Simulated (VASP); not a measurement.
# Ag in VASP: notebook

Ag is run at these levels: LDA; tasks: single point.

Program: VASP 6.6.1. These are calculated values, not measurements. Logs are shortened: lines on timing, memory, paths and dates and some standing lists are left out, and cuts for length are marked.

### 1 The cell of the first run

The cell holds a slab with vacuum, 5 atoms: a = 2.830 Å, b = 2.830 Å, c = 24.004 Å, α = 90.00°, β = 90.00°, γ = 90.00°.

### 2 Single point, LDA

Contents of INCAR:

```
SYSTEM = Ag
ALGO     = Normal         ! electronic algorithm
DIPOL    = 0.5 0.5 0.500
EDIFF    = 1E-7           ! SCF threshold, eV
ENCUT    = 520            ! plane-wave cutoff, eV
GGA      = CA             ! functional
IDIPOL   = 3            
ISIF     = 2              ! what is computed and relaxed
ISMEAR   = -1             ! smearing method
LASPH    = .True.         ! aspherical terms in the spheres
LCHARG   = .True.         ! write CHGCAR
LDIPOL   = .True.       
LELF     = .True.         ! ELF
LREAL    = .False.        ! projectors in reciprocal space
LVACPOTAV= .True.       
LVHAR    = .True.       
LWAVE    = .False.        ! write WAVECAR
NBANDS   = 36             ! bands
NELM     = 80             ! most SCF steps
PREC     = Accurate       ! precision mode
SIGMA    = 0.1            ! smearing width, eV
```

Contents of KPOINTS:

```
k-points
0
Gamma
  12 12 1
  0 0 0
```

Contents of POSCAR:

```
Ag
1.0
    2.8297444621      0.0000000000      0.0000000000
    0.0000000000      2.8297444621      0.0000000000
    0.0000000000      0.0000000000     24.0037000000
Ag
5
Direct
    0.0000000000      0.0000000000      0.3332814111
    0.5000000000      0.5000000000      0.4166407053
    0.0000000000      0.0000000000      0.5000000000
    0.5000000000      0.5000000000      0.5833592947
    0.0000000000      0.0000000000      0.6667185889
```

Potentials or basis: VASP PAW LDA potentials, release 64 (Ag).

The run is started by

```console
$ cat potpaw_LDA.64/Ag/POTCAR > POTCAR
$ mpirun -np 1 vasp_std > vasp.out
```

OUTCAR:

```text
SYSTEM = Ag
   EDIFF = 1E-7
   ENCUT = 520
   GGA = CA
   ISIF = 2
   ISMEAR = -1
   LASPH = .True.
   LREAL = .False.
   NELM = 80
   PREC = Accurate

 ion  position               nearest neighbor table
   1  0.000  0.000  0.333-   2 2.83   2 2.83   2 2.83   2 2.83
   2  0.500  0.500  0.417-   1 2.83   1 2.83   1 2.83   1 2.83   3 2.83   3 2.83   3 2.83   3 2.83

   3  0.000  0.000  0.500-   2 2.83   4 2.83   2 2.83   4 2.83   2 2.83   4 2.83   2 2.83   4 2.83

   4  0.500  0.500  0.583-   5 2.83   5 2.83   5 2.83   5 2.83   3 2.83   3 2.83   3 2.83   3 2.83

   5  0.000  0.000  0.667-   4 2.83   4 2.83   4 2.83   4 2.83

  LATTYP: Found a simple tetragonal cell.
 ALAT       =     2.8297444621
 C/A-ratio  =     8.4826387405

  Lattice vectors:

 A1 = (   2.8297444621,   0.0000000000,   0.0000000000)
 A2 = (   0.0000000000,   2.8297444621,   0.0000000000)
 A3 = (   0.0000000000,   0.0000000000,  24.0037000000)

Analysis of symmetry for initial positions (statically):
=====================================================================
 Subroutine PRICEL returns:
 Original cell was already a primitive cell.

 Routine SETGRP: Setting up the symmetry group for a
 simple tetragonal supercell.

 Subroutine GETGRP returns: Found 16 space group operations
 (whereof 16 operations were pure point group operations)
 out of a pool of 16 trial point group operations.

The static configuration has the point symmetry D_4h.

Analysis of symmetry for dynamics (positions and initial velocities):
=====================================================================
 Subroutine PRICEL returns:
 Original cell was already a primitive cell.

 Routine SETGRP: Setting up the symmetry group for a
 simple tetragonal supercell.

 Subroutine GETGRP returns: Found 16 space group operations
 (whereof 16 operations were pure point group operations)
 out of a pool of 16 trial point group operations.

The dynamic configuration has the point symmetry D_4h.

 Subroutine INISYM returns: Found 16 space group operations
 (whereof 16 operations are pure point group operations),
 and found     1 'primitive' translations

----------------------------------------------------------------------------------------

                                     Primitive cell

  volume of cell :     192.2085

  direct lattice vectors                    reciprocal lattice vectors
     2.829744462  0.000000000  0.000000000     0.353388800  0.000000000  0.000000000
     0.000000000  2.829744462  0.000000000     0.000000000  0.353388800  0.000000000
     0.000000000  0.000000000 24.003700000     0.000000000  0.000000000  0.041660244

  length of vectors
     2.829744462  2.829744462 24.003700000     0.353388800  0.353388800  0.041660244

  position of ions in fractional coordinates (direct lattice)
     0.000000000  0.000000000  0.333281411
     0.500000000  0.500000000  0.416640705
     0.000000000  0.000000000  0.500000000
     0.500000000  0.500000000  0.583359295
     0.000000000  0.000000000  0.666718589

  ion indices of the primitive-cell ions
   primitive index   ion index
                 1           1
                 2           2
                 3           3
                 4           4
                 5           5

----------------------------------------------------------------------------------------

 KPOINTS: k-points

Automatic generation of k-mesh.
 Grid dimensions read from file:
 generate k-points for:   12   12    1

 Generating k-lattice:

  Cartesian coordinates                     Fractional coordinates (reciprocal lattice)
     0.029449067  0.000000000  0.000000000     0.083333333  0.000000000  0.000000000
     0.000000000  0.029449067  0.000000000     0.000000000  0.083333333  0.000000000
     0.000000000  0.000000000  0.041660244     0.000000000  0.000000000  1.000000000

  Length of vectors
     0.029449067  0.029449067  0.041660244

  Shift w.r.t. Gamma in fractional coordinates (k-lattice)
     0.000000000  0.000000000  0.000000000

 Subroutine IBZKPT returns following result:
 ===========================================

 Found     28 irreducible k-points:

 Following reciprocal coordinates:
            Coordinates               Weight
  0.000000  0.000000  0.000000      1.000000
  0.083333  0.000000  0.000000      4.000000
  0.166667  0.000000  0.000000      4.000000
  0.250000  0.000000  0.000000      4.000000
  0.333333  0.000000  0.000000      4.000000
  0.416667  0.000000  0.000000      4.000000
[... 16 lines left out ...]
  0.333333  0.333333  0.000000      4.000000
  0.416667  0.333333  0.000000      8.000000
 [... further k-points ...]
   k-points           NKPTS =     28   k-points in BZ     NKDIM =     28   number of bands    NBANDS=     36
   number of dos      NEDOS =    301   number of ions     NIONS =      5
   total plane-waves  NPLWV = 103680
   dimension x,y,z NGX =    24 NGY =   24 NGZ =  180
   dimension x,y,z NGXF=    48 NGYF=   48 NGZF=  360
   ions per type =               5
   NGX,Y,Z   is equivalent  to a cutoff of  14.10, 14.10, 12.47 a.u.
   NGXF,Y,Z  is equivalent  to a cutoff of  28.20, 28.20, 24.93 a.u.
 SYSTEM =  Ag
   PREC   = accura    normal or accurate (medium, high low for compatibility)
   ISTART =      0    job   : 0-new  1-cont  2-samecut
   ICHARG =      2    charge: 1-file 2-atom 10-const
   ISPIN  =      1    spin polarized calculation?
   LNONCOLLINEAR =      F non collinear calculations
   LSORBIT =      F    spin-orbit coupling
   LASPH  =      T    aspherical Exc in radial PAW
   ENCUT  =  520.0 eV  38.22 Ry    6.18 a.u.   5.26  5.26 44.63*2*pi/ulx,y,z
   NELM   =     80;   NELMIN=  2; NELMDL= -5     # of ELM steps
   EDIFF  = 0.1E-06   stopping-criterion for ELM
   LREAL  =      F    real-space projection
   EDIFFG = 0.1E-05   stopping-criterion for IOM
   NSW    =      0    number of steps for IOM
   IBRION =     -1    ionic relax: 0-MD 1-quasi-New 2-CG
   NFREE  =      0    steps in history (QN), initial steepest desc. (CG)
   ISIF   =      2    stress and relaxation
   ISYM   =      2    0-nonsym 1-usesym 2-fastsym
   POTIM  = 0.5000    time-step for ionic-motion
   TEBEG  =    0.0;   TEEND  =   0.0 temperature during run
   PSTRESS=    0.0 pullay stress
   NELECT =      55.0000    total number of electrons
   NUPDOWN=      -1.0000    fix difference up-down
   EMIN   =  10.00;   EMAX   =-10.00  energy-range for DOS
   EFERMI =   0.00;   METHOD = LEGACY
   ISMEAR =    -1;   SIGMA  =   0.10  broadening in eV -4-tet -1-fermi 0-gaus
   EFERMI_NEDOS =   21; number of points for ismear=-14 and -15
   IALGO  =     38    algorithm
   IMIX   =      4    mixing-type and parameters
     AMIX     =   0.40;   BMIX     =  1.00
     AMIX_MAG =   1.60;   BMIX_MAG =  1.00
  volume/ion in A,a.u.               =      38.44       259.42
  Fermi-wavevector in a.u.,A,eV,Ry     =   1.078793  2.038623 15.834388  1.163795
  Thomas-Fermi vector in A             =   2.214741
   LORBIT       =      0    0 simple, 1 ext, 2 COOP (PROOUT), +10 PAW based schemes
   GGA     = CA    functional components
   LHFCALC =     F    Hartree Fock is set to
   AEXX    =    0.0000 exact exchange contribution
   IVDW    =     0    specifies the selected vdW correction
   LEPSILON=     F    determine dielectric tensor
   LRPA    =     F    only Hartree local field effects (RPA)
 non-spin polarized calculation
  energy-cutoff  :      520.00
  volume of cell :      192.21
 maximum number of plane-waves:      5240
 NGX is ok and might be reduce to    24
   NGX = 11   NGY = 11   NGZ = 89

 dipolmoment           0.000000      0.000000      0.000000 electrons x Angstroem

 number of electron      54.9999995 magnetization

 dipolmoment           0.000000      0.000000     -0.000000 electrons x Angstroem

 Free energy of the ion-electron system (eV)
  ---------------------------------------------------
  ext. energy  EPLUGINS =         0.00000000
  ---------------------------------------------------
  free energy    TOTEN  =       -17.64521412 eV

  energy without entropy =      -17.60224678  energy(sigma->0) =      -17.62373045

 E-fermi :   1.0607     XC(G=0):  -6.1856

 val. band max:        1.0132063060   @ k =   0.4167   0.2500   0.0000
 cond. band min:       1.1476793186   @ k =   0.0000   0.0000   0.0000
 fundamental gap:      0.1344730126
 Fermi energy:         1.0606633836

 k-point     1 :       0.0000    0.0000    0.0000
  band No.  band energies     occupation
      1      -6.8524      2.00000
      2      -5.8967      2.00000
      3      -5.6188      2.00000
      4      -5.4889      2.00000
      5      -5.1228      2.00000
      6      -5.0890      2.00000
[... 28 lines left out ...]
     35       8.0614      0.00000
     36       9.0180      0.00000

 k-point     2 :       0.0833    0.0000    0.0000
  band No.  band energies     occupation
      1      -6.7072      2.00000
      2      -5.7780      2.00000
      3      -5.5419      2.00000
      4      -5.4058      2.00000
      5      -5.0800      2.00000
      6      -4.9771      2.00000
[... 28 lines left out ...]
     35       8.1940      0.00000
     36       9.1053      0.00000

 k-point     3 :       0.1667    0.0000    0.0000
  band No.  band energies     occupation
      1      -6.3063      2.00000
      2      -5.5309      2.00000
      3      -5.3985      2.00000
      4      -5.1087      2.00000
      5      -4.9673      2.00000
      6      -4.8088      2.00000
[... 28 lines left out ...]
     35       8.5913      0.00000
     36       9.1285      0.00000
[... 742 lines left out ...]
 k-point    23 :       0.3333    0.3333    0.0000
  band No.  band energies     occupation
      1      -5.1290      2.00000
      2      -5.0649      2.00000
      3      -5.0616      2.00000
      4      -4.9810      2.00000
      5      -4.5983      2.00000
      6      -4.5878      2.00000
[... 28 lines left out ...]
     35       8.7712      0.00000
     36       9.1898      0.00000

 k-point    24 :       0.4167    0.3333    0.0000
  band No.  band energies     occupation
      1      -5.2710      2.00000
      2      -5.2112      2.00000
      3      -5.1999      2.00000
      4      -5.1582      2.00000
      5      -4.7953      2.00000
      6      -4.7638      2.00000
[... 28 lines left out ...]
     35       9.2923      0.00000
     36       9.3409      0.00000

 [... further k-points ...]

------------------------ aborting loop because EDIFF is reached ----------------------------------------

  FORCE on cell =-STRESS in cart. coord.  units (eV):
  Direction    XX          YY          ZZ          XY          YZ          ZX
  --------------------------------------------------------------------------------------
  -------------------------------------------------------------------------------------
  Total       -1.9341113     -1.9341113     -0.6670185      0.0000000      0.0000000     -0.0000000
  in kB      -16.1220182    -16.1220182     -5.5600130      0.0000000      0.0000000     -0.0000000
  external PRESSURE =     -12.6013498 kB  Pullay stress =       0.0000000 kB

 VOLUME and BASIS-vectors are now :
 -----------------------------------------------------------------------------
  energy-cutoff  :      520.00
  volume of cell :      192.21
      direct lattice vectors                 reciprocal lattice vectors
     2.829744462  0.000000000  0.000000000     0.353388800  0.000000000  0.000000000
     0.000000000  2.829744462  0.000000000     0.000000000  0.353388800  0.000000000
     0.000000000  0.000000000 24.003700000     0.000000000  0.000000000  0.041660244

 POSITION                                       TOTAL-FORCE (eV/Angst)
 -----------------------------------------------------------------------------------
      0.00000      0.00000      7.99999         0.000000     -0.000000      0.165069
      1.41487      1.41487     10.00092        -0.000000      0.000000     -0.173042
      0.00000      0.00000     12.00185         0.000000     -0.000000      0.000000
      1.41487      1.41487     14.00278        -0.000000      0.000000      0.173042
      0.00000      0.00000     16.00371         0.000000     -0.000000     -0.165069
 -----------------------------------------------------------------------------------
    total drift:                                0.000000     -0.000000      0.000000

  FREE ENERGIE OF THE ION-ELECTRON SYSTEM (eV)
  ---------------------------------------------------
  free  energy   TOTEN  =       -17.6452141206 eV

  energy  without entropy=      -17.6022467819  energy(sigma->0) =      -17.62373045

 vacuum level on the upper side and lower side of the slab         5.738         5.738
```

Run time: 1.9 min. Hardware: 1 thread of Intel Xeon 6975P-C (Granite Rapids), shared host; peak memory 0.33 GiB.

What came out:

| Item | Value |
| --- | --- |
| Free energy | -17.6452 eV |
| Largest force | 0.173 eV/Å |
| Band gap on the k mesh | zero (an odd number of electrons rules out a gap without spin polarisation) |

Forces in eV/Å, atoms in the order of the input:
```
Ag   0.000  0.000  0.165
Ag   0.000  0.000 -0.173
Ag   0.000  0.000  0.000
Ag   0.000  0.000  0.173
Ag   0.000  0.000 -0.165
```

### 3 Single point, LDA

Contents of INCAR:

```
ALGO = Normal
DIPOL = 0.5 0.5 0.500
EDIFF = 1E-7
ENCUT = 520
GGA = CA
IDIPOL = 3
ISIF = 2
ISMEAR = -1
LASPH = T
LCHARG = T
LDIPOL = T
LELF = T
LREAL = F
LVACPOTAV = T
LVHAR = T
LWAVE = F
NBANDS = 36
NELM = 80
PREC = Accurate
SIGMA = 0.1
```

Contents of KPOINTS:

```
k-points
0
Gamma
  12 12 1
```

POSCAR is that of step 2.

Potentials or basis: VASP PAW LDA potentials, release 64 (Ag).

The run is started by

```console
$ cat potpaw_LDA.64/Ag/POTCAR > POTCAR
$ mpirun -np 1 vasp_std > vasp.out
```

It took 1.9 min on 1 thread of Intel Xeon 6975P-C (Granite Rapids), shared host; peak memory 0.32 GiB.

Results (log left out):

```
Free energy            : -17.6452 eV
Largest force          : 0.173 eV/Å
Band gap on the k mesh : zero (an odd number of electrons rules out a gap without spin polarisation)
```

Forces in eV/Å, atoms in the order of the input:
```
Ag   0.000  0.000  0.165
Ag   0.000  0.000 -0.173
Ag   0.000  0.000  0.000
Ag   0.000  0.000  0.173
Ag   0.000  0.000 -0.165
```

Levels at points of the mesh, in eV from the Fermi level:
| k point | band 26 | band 27 | band 28 | band 29 | band 30 | band 31 |
| --- | --- | --- | --- | --- | --- | --- |
| (0.00, 0.00, 0.00) | -2.91 | -2.79 | -2.79 | -2.03 | 0.09 | 1.30 |
| (0.50, 0.00, 0.00) | -0.51 | -0.43 | -0.41 | 0.10 | 0.13 | 2.97 |
| (0.50, 0.50, 0.00) | 2.18 | 2.18 | 3.81 | 3.81 | 5.85 | 5.85 |

### 4 Single point, LDA

Contents of INCAR:

```
PREC     = Accurate       # precision mode
ENCUT    = 520            # plane-wave cutoff, eV
EDIFF    = 1E-6           # SCF threshold, eV
ISMEAR   = -1             # smearing method
SIGMA    = 0.1            # smearing width, eV
LREAL    = F              # projectors in reciprocal space
LASPH    = T              # aspherical terms in the spheres
NELM     = 100            # most SCF steps
ALGO     = Normal         # electronic algorithm
ISIF     = 2              # what is computed and relaxed
LWAVE    = F              # write WAVECAR
LCHARG   = T              # write CHGCAR
LDIPOL   = T            
IDIPOL   = 3            
DIPOL    = 0.5 0.5 0.500
LELF     = T              # ELF
LVHAR    = T            
LVACPOTAV= T            
NBANDS   = 36             # bands
```

Contents of KPOINTS:

```
Automatic mesh
0
Gamma
  12 12 1
```

Contents of POSCAR:

```
Ag
1.0
    2.8297444621      0.0000000000      0.0000000000
    0.0000000000      2.8297444621      0.0000000000
    0.0000000000      0.0000000000     24.0037000000
Ag
5
Direct
    0.0000000000      0.0000000000      0.3351483738
    0.5000000000      0.5000000000      0.4165309367
    0.0000000000      0.0000000000      0.5000000000
    0.5000000000      0.5000000000      0.5834690633
    0.0000000000      0.0000000000      0.6648516262
```

The run is started by

```console
$ cat potpaw_LDA.64/Ag/POTCAR > POTCAR
$ mpirun -np 1 vasp_std > vasp.out
```

Wall time 1.8 min (1 thread of Intel Xeon 6975P-C (Granite Rapids), shared host); peak memory 0.32 GiB.

The run converged. Its results:

```yaml
Free_energy: -17.6526 eV
Largest_force: 0.015 eV/Å
Band_gap_on_the_k_mesh: zero (an odd number of electrons rules out a gap without spin polarisation)
```

Forces on the atoms (eV/Å):
```
Ag   0.000  0.000 -0.015
Ag   0.000  0.000  0.006
Ag   0.000  0.000  0.000
Ag   0.000  0.000 -0.006
Ag   0.000  0.000  0.015
```

Levels at points of the mesh, in eV from the Fermi level:
| k point | band 26 | band 27 | band 28 | band 29 | band 30 | band 31 |
| --- | --- | --- | --- | --- | --- | --- |
| (0.00, 0.00, 0.00) | -2.91 | -2.79 | -2.79 | -2.00 | 0.15 | 1.36 |
| (0.50, 0.00, 0.00) | -0.52 | -0.45 | -0.42 | 0.07 | 0.10 | 2.99 |
| (0.50, 0.50, 0.00) | 2.15 | 2.15 | 3.77 | 3.77 | 5.90 | 5.90 |

### 5 Single point, LDA

Contents of INCAR:

```
  ALGO = Normal
  DIPOL = 0.5 0.5 0.500
  EDIFF = 1E-6
  ENCUT = 520
  GGA = CA
  IDIPOL = 3
  ISIF = 2
  ISMEAR = -1
  LASPH = T
  LCHARG = F
  LDIPOL = T
  LREAL = F
  LWAVE = F
  NBANDS = 36
  NELM = 80
  PREC = Accurate
  SIGMA = 0.1
```

Contents of KPOINTS:

```
k-points
0
Gamma
  12 12 1
```

POSCAR is that of step 4.

The run is started by

```console
$ cat potpaw_LDA.64/Ag/POTCAR > POTCAR
$ mpirun -np 1 vasp_std > vasp.out
```

Run time: 1.8 min. Hardware: 1 thread of Intel Xeon 6975P-C (Granite Rapids), shared host; peak memory 0.32 GiB.

Results (log left out):

| Quantity | Value |
| --- | --- |
| Free energy | -17.6526 eV |
| Largest force | 0.015 eV/Å |
| Band gap on the k mesh | zero (an odd number of electrons rules out a gap without spin polarisation) |

Forces on the atoms (eV/Å):
```
Ag   0.000  0.000 -0.015
Ag   0.000  0.000  0.006
Ag   0.000  0.000  0.000
Ag   0.000  0.000 -0.006
Ag   0.000  0.000  0.015
```

Levels at points of the mesh, in eV from the Fermi level:
```
           k point  band 25  band 26  band 27  band 28  band 29  band 30  band 31  band 32
(0.00, 0.00, 0.00)    -2.97    -2.91    -2.79    -2.79    -2.00     0.15     1.36     4.46
(0.50, 0.00, 0.00)    -2.95    -0.52    -0.45    -0.42     0.07     0.10     2.99     3.24
(0.50, 0.50, 0.00)    -2.42     2.15     2.15     3.77     3.77     5.90     5.90     7.25
```

The gap in the log of VASP goes by the Fermi energy; the results here count the filled bands.